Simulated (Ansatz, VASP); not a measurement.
## Two plane-wave programs on W

```
W
1.0
    -1.59217    1.59217    1.59217
     1.59217   -1.59217    1.59217
     1.59217    1.59217   -1.59217
W
1
Cartesian
  0.0000 0.0000 0.0000
```

Alike in both runs: task single point; functional PBE; k mesh 14 × 14 × 14; occupations gaussian, width 0.3 eV; no spin polarisation.

|  | VASP | Ansatz |
| --- | --- | --- |
| version | VASP 6.6.1 | Ansatz 0.2.0 |
| potentials or method | VASP PAW PBE potentials, release 64 (W_sv), cutoff 520 eV | plane waves (420 eV) with PAW, scalar-relativistic |
| valence electrons in the cell | 14 | 14 |

Ansatz gave:

- pressure (GPa): -0.1

Question: Estimate VASP's values.

Answer: Pressure (GPa): 0.5.

The functional is the same, so the differences come from potentials, cutoffs and numerics.

Neither program's run includes spin-orbit coupling.
